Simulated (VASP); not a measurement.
# Mo (P6/mmm) in VASP: further runs, part 3 of 3

VASP 6.6.1. Earlier steps stand in the parts before.

### 6 Relaxation of cell and atoms, PBE

INCAR

```
PREC = Accurate
ENCUT = 600
EDIFF = 1E-7
ISMEAR = 0
SIGMA = 0.1
LREAL = F
LASPH = T
NELM = 60
ALGO = Fast
ISIF = 3
LWAVE = F
LCHARG = F
GGA = PE
IBRION = 2
NSW = 100
EDIFFG = -0.01
```

KPOINTS

```
regular mesh
0
Gamma
  24 24 22
```

POSCAR

```
Mo
1.0
    2.7677183262      0.0000000000      0.0000000000
   -1.3838591631      2.3969143810      0.0000000000
    0.0000000000      0.0000000000      2.5274492579
Mo
1
Direct
    0.0000000000      0.0000000000      0.0000000000
```

Potentials or basis: VASP PAW PBE potentials, release 64 (Mo_sv).

The run is started by

```
$ cat potpaw_PBE.64/Mo_sv/POTCAR > POTCAR
$ mpirun -np 1 vasp_std > vasp.out
```

OUTCAR:

```text
PREC = Accurate
   ENCUT = 600
   EDIFF = 1E-7
   ISMEAR = 0
   LREAL = F
   LASPH = T
   NELM = 60
   ISIF = 3
   GGA = PE
   IBRION = 2
   NSW = 100
   EDIFFG = -0.01

 ion  position               nearest neighbor table
   1  0.000  0.000  0.000-

  LATTYP: Found a hexagonal cell.
 ALAT       =     2.7677183262
 C/A-ratio  =     0.9131887570

  Lattice vectors:

 A1 = (   2.7677183262,   0.0000000000,   0.0000000000)
 A2 = (  -1.3838591631,   2.3969143810,   0.0000000000)
 A3 = (   0.0000000000,   0.0000000000,   2.5274492579)

Analysis of symmetry for initial positions (statically):
=====================================================================
 Subroutine PRICEL returns:
 Original cell was already a primitive cell.

 Routine SETGRP: Setting up the symmetry group for a
 hexagonal supercell.

 Subroutine GETGRP returns: Found 24 space group operations
 (whereof 24 operations were pure point group operations)
 out of a pool of 24 trial point group operations.

The static configuration has the point symmetry D_6h.

Analysis of symmetry for dynamics (positions and initial velocities):
=====================================================================
 Subroutine PRICEL returns:
 Original cell was already a primitive cell.

 Routine SETGRP: Setting up the symmetry group for a
 hexagonal supercell.

 Subroutine GETGRP returns: Found 24 space group operations
 (whereof 24 operations were pure point group operations)
 out of a pool of 24 trial point group operations.

The dynamic configuration has the point symmetry D_6h.

 Subroutine INISYM returns: Found 24 space group operations
 (whereof 24 operations are pure point group operations),
 and found     1 'primitive' translations

----------------------------------------------------------------------------------------

                                     Primitive cell

  volume of cell :      16.7671

  direct lattice vectors                    reciprocal lattice vectors
     2.767718326  0.000000000  0.000000000     0.361308443  0.208601527  0.000000000
    -1.383859163  2.396914381  0.000000000     0.000000000  0.417203054  0.000000000
     0.000000000  0.000000000  2.527449258     0.000000000  0.000000000  0.395655817

  length of vectors
     2.767718326  2.767718326  2.527449258     0.417203054  0.417203054  0.395655817

  position of ions in fractional coordinates (direct lattice)
     0.000000000  0.000000000  0.000000000

  ion indices of the primitive-cell ions
   primitive index   ion index
                 1           1

----------------------------------------------------------------------------------------

 KPOINTS: regular mesh

Automatic generation of k-mesh.
 Grid dimensions read from file:
 generate k-points for:   24   24   22

 Generating k-lattice:

  Cartesian coordinates                     Fractional coordinates (reciprocal lattice)
     0.015054518  0.008691730  0.000000000     0.041666667 -0.000000000  0.000000000
     0.000000000  0.017383461  0.000000000     0.000000000  0.041666667  0.000000000
     0.000000000  0.000000000  0.017984355     0.000000000  0.000000000  0.045454545

  Length of vectors
     0.017383461  0.017383461  0.017984355
[... 40 lines left out ...]
   dimension x,y,z NGXF=    48 NGYF=   48 NGZF=   40
   ions per type =               1
   NGX,Y,Z   is equivalent  to a cutoff of  14.42, 14.42, 13.16 a.u.
   NGXF,Y,Z  is equivalent  to a cutoff of  28.83, 28.83, 26.31 a.u.
 SYSTEM =  unknown system
   PREC   = accura    normal or accurate (medium, high low for compatibility)
   ISTART =      0    job   : 0-new  1-cont  2-samecut
   ICHARG =      2    charge: 1-file 2-atom 10-const
   ISPIN  =      1    spin polarized calculation?
   LNONCOLLINEAR =      F non collinear calculations
   LSORBIT =      F    spin-orbit coupling
   LASPH  =      T    aspherical Exc in radial PAW
   ENCUT  =  600.0 eV  44.10 Ry    6.64 a.u.   5.53  5.53  5.05*2*pi/ulx,y,z
   NELM   =     60;   NELMIN=  2; NELMDL= -5     # of ELM steps
   EDIFF  = 0.1E-06   stopping-criterion for ELM
   LREAL  =      F    real-space projection
   EDIFFG = -.1E-01   stopping-criterion for IOM
   NSW    =    100    number of steps for IOM
   IBRION =      2    ionic relax: 0-MD 1-quasi-New 2-CG
   NFREE  =      1    steps in history (QN), initial steepest desc. (CG)
   ISIF   =      3    stress and relaxation
   ISYM   =      2    0-nonsym 1-usesym 2-fastsym
   POTIM  = 0.5000    time-step for ionic-motion
   TEBEG  =    0.0;   TEEND  =   0.0 temperature during run
   PSTRESS=    0.0 pullay stress
   NELECT =      14.0000    total number of electrons
   NUPDOWN=      -1.0000    fix difference up-down
   EMIN   =  10.00;   EMAX   =-10.00  energy-range for DOS
   EFERMI =   0.00;   METHOD = LEGACY
   ISMEAR =     0;   SIGMA  =   0.10  broadening in eV -4-tet -1-fermi 0-gaus
   EFERMI_NEDOS =   21; number of points for ismear=-14 and -15
   IALGO  =     68    algorithm
   IMIX   =      4    mixing-type and parameters
     AMIX     =   0.40;   BMIX     =  1.00
     AMIX_MAG =   1.60;   BMIX_MAG =  1.00
  volume/ion in A,a.u.               =      16.77       113.15
  Fermi-wavevector in a.u.,A,eV,Ry     =   1.541577  2.913158 32.333697  2.376460
  Thomas-Fermi vector in A             =   2.647503
   LORBIT       =      0    0 simple, 1 ext, 2 COOP (PROOUT), +10 PAW based schemes
   GGA     = PE    functional components
   LHFCALC =     F    Hartree Fock is set to
   AEXX    =    0.0000 exact exchange contribution
   IVDW    =     0    specifies the selected vdW correction
   LEPSILON=     F    determine dielectric tensor
   LRPA    =     F    only Hartree local field effects (RPA)
 conjugate gradient relaxation of ions
 non-spin polarized calculation
 RMM-DIIS sequential band-by-band and
 Gauss-broadening in eV      SIGMA  =   0.10
  energy-cutoff  :      600.00
  volume of cell :       16.77
 maximum number of plane-waves:       582
 NGX is ok and might be reduce to    24
   NGX = 11   NGY = 11   NGZ = 11

--------------------------------------- Ionic step        1  -------------------------------------------

 number of electron      14.0000000 magnetization

 Free energy of the ion-electron system (eV)
  ---------------------------------------------------
  ext. energy  EPLUGINS =         0.00000000
  ---------------------------------------------------
  free energy    TOTEN  =       -10.06385319 eV

  energy without entropy =      -10.05935619  energy(sigma->0) =      -10.06160469

------------------------ aborting loop because EDIFF is reached ----------------------------------------

  FORCE on cell =-STRESS in cart. coord.  units (eV):
  Direction    XX          YY          ZZ          XY          YZ          ZX
  --------------------------------------------------------------------------------------
  -------------------------------------------------------------------------------------
  Total        0.1307601      0.1307601      0.0049936      0.0000000      0.0000000      0.0000000
  in kB       12.4947895     12.4947895      0.4771619      0.0000000      0.0000000      0.0000000
  external PRESSURE =       8.4889136 kB  Pullay stress =       0.0000000 kB
[... 127 lines left out ...]
--------------------------------------- Ionic step        5  -------------------------------------------

 number of electron      14.0000001 magnetization

 Free energy of the ion-electron system (eV)
  ---------------------------------------------------
  ext. energy  EPLUGINS =         0.00000000
  ---------------------------------------------------
  free energy    TOTEN  =       -10.06418621 eV

  energy without entropy =      -10.05972776  energy(sigma->0) =      -10.06195699

 E-fermi :  11.2675     XC(G=0): -12.8821

 val. band max:       11.2651265019   @ k =   0.4167   0.0833   0.3182
 cond. band min:      11.2677732514   @ k =   0.4167   0.0000   0.0455
 fundamental gap:      0.0026467496
 Fermi energy:        11.2674639487

 k-point     1 :       0.0000    0.0000    0.0000
  band No.  band energies     occupation
      1     -49.7247      2.00000
      2     -23.0914      2.00000
      3     -23.0914      2.00000
      4     -22.8599      2.00000
      5       4.5974      2.00000
      6       7.0287      2.00000
      7      10.3947      2.00000
      8      10.3947      2.00000
      9      15.4276      0.00000
     10      15.4276      0.00000
     11      24.1142      0.00000
[... 309 lines left out ...]
 k-point    24 :       0.4583    0.0417    0.0000
  band No.  band energies     occupation
      1     -49.5336      2.00000
      2     -24.2947      2.00000
      3     -23.3865      2.00000
      4     -22.7294      2.00000
      5       6.5916      2.00000
      6       8.0674      2.00000
      7      12.0402      0.00000
      8      12.6557      0.00000
      9      14.7932      0.00000
     10      15.5172      0.00000
     11      20.9774      0.00000

 [... further k-points ...]
[... 5 lines left out ...]
  --------------------------------------------------------------------------------------
  -------------------------------------------------------------------------------------
  Total        0.0013045      0.0013045      0.0024231     -0.0000000     -0.0000000      0.0000000
  in kB        0.1241380      0.1241380      0.2305934     -0.0000000     -0.0000000      0.0000000
  external PRESSURE =       0.1596231 kB  Pullay stress =       0.0000000 kB
[... 16 lines left out ...]
  FREE ENERGIE OF THE ION-ELECTRON SYSTEM (eV)
  ---------------------------------------------------
  free  energy   TOTEN  =       -10.0641862090 eV

  energy  without entropy=      -10.0597277650  energy(sigma->0) =      -10.06195699

 reached required accuracy - stopping structural energy minimisation
```

OSZICAR:

```text
N       E                     dE             d eps       ncg     rms          rms(c)
DAV:   1     0.102877468215E+03    0.10288E+03   -0.89779E+03 16200   0.144E+03
[... 51 lines left out ...]
       N       E                     dE             d eps       ncg     rms          rms(c)
DAV:   1    -0.100644270354E+02   -0.25844E-03   -0.66877E-03 16302   0.976E-01    0.996E-02
RMM:   2    -0.100642233746E+02    0.20366E-03   -0.18078E-04 16104   0.145E-01    0.361E-02
RMM:   3    -0.100641867020E+02    0.36673E-04   -0.90580E-05 16104   0.100E-01    0.141E-02
RMM:   4    -0.100641860684E+02    0.63362E-06   -0.81598E-06 16104   0.375E-02    0.401E-03
RMM:   5    -0.100641863087E+02   -0.24031E-06   -0.22358E-06 16104   0.197E-02    0.271E-03
RMM:   6    -0.100641862090E+02    0.99704E-07   -0.30829E-07 11473   0.787E-03
   5 F= -.10064186E+02 E0= -.10061957E+02  d E =-.288318E-04
```

Wall time 4.1 min (1 thread of Intel Xeon Platinum 8488C (Sapphire Rapids), shared host); peak memory 0.29 GiB.

Results:

- Free energy: -10.0642 eV
- Relaxed volume: 16.84 Å³/atom
- Relaxed cell: a = 2.775 Å, b = 2.775 Å, c = 2.525 Å, α = 90.00°, β = 90.00°, γ = 120.00°
- Space group after relaxing (to 0.05 Å): P6/mmm (No. 191)
- Energy gained by relaxing: 0.3 meV/atom
- Ionic steps: 5
- Pressure after relaxing: 0.0 GPa
- Band gap on the k mesh: zero (band 7 reaches 12.20 eV, above the bottom of band 8 at 10.39 eV)

The path:
| step | energy change (eV) | largest force (eV/Å) | pressure (GPa) | volume (Å³) |
| --- | --- | --- | --- | --- |
| 1 | 0.0000 | 0.0000 | 0.85 | 16.77 |
| 2 | 0.0005 | 0.0000 | -1.78 | 16.98 |
| 3 | -0.0003 | 0.0000 | -0.14 | 16.85 |
| 4 | -0.0003 | 0.0000 | 0.15 | 16.83 |
| 5 | -0.0003 | 0.0000 | 0.02 | 16.84 |

Final structure:
```yaml
crystal:
  lattice:
    - [2.77490, 0.00000, 0.00000]
    - [-1.38745, 2.40313, 0.00000]
    - [0.00000, 0.00000, 2.52474]
  atoms:
    - { symbol: Mo, position: [0.00000, 0.00000, 0.00000] }
```

Levels at points of the mesh, in eV from the Fermi level:
| k point | band 5 | band 6 | band 7 | band 8 | band 9 | band 10 |
| --- | --- | --- | --- | --- | --- | --- |
| (0.00, 0.00, 0.00) | -6.67 | -4.24 | -0.87 | -0.87 | 4.16 | 4.16 |
| (0.50, 0.00, 0.00) | -4.74 | -3.20 | 0.93 | 1.37 | 3.56 | 4.15 |
| (0.00, 0.00, 0.50) | -3.46 | 0.03 | 0.03 | 0.27 | 0.57 | 0.57 |
| (0.50, 0.00, 0.50) | -5.19 | -3.09 | -0.62 | 4.55 | 6.06 | 6.52 |

### 7 The runs side by side

| task | cell | k mesh | cutoff (eV) | gap on the mesh (eV) | pressure (GPa) | relaxed volume (Å³/atom) |
| --- | --- | --- | --- | --- | --- | --- |
| single point | a = 2.768, b = 2.768, c = 2.527 Å, angles 90.0, 90.0, 120.0°, 1 atom | 9 × 9 × 6 | 520 | none | 0.4 | - |
| single point | a = 2.713, b = 2.713, c = 2.535 Å, angles 90.0, 90.0, 120.0°, 1 atom | 9 × 9 × 8 | 520 | none | 10.2 | - |
| relaxation of cell and atoms | relaxed from a = 2.713, b = 2.713, c = 2.535 Å, angles 90.0, 90.0, 120.0°, 1 atom | 9 × 9 × 6 | 600 | none | -0.1 | 16.80 |
| single point | a = 2.774, b = 2.774, c = 2.522 Å, angles 90.0, 90.0, 120.0°, 1 atom | 24 × 24 × 22 | 520 | none | 0.5 | - |
| relaxation of cell and atoms | relaxed from a = 2.768, b = 2.768, c = 2.527 Å, angles 90.0, 90.0, 120.0°, 1 atom | 24 × 24 × 22 | 600 | none | 0.0 | 16.84 |

Alike in all rows: level PBE; potentials or basis VASP PAW PBE potentials, release 64 (Mo_sv); no spin polarisation; smearing gaussian 0.1 eV.

Caveats: some runs use coarse meshes.

Absolute energies hang on the potentials; compare differences alone.
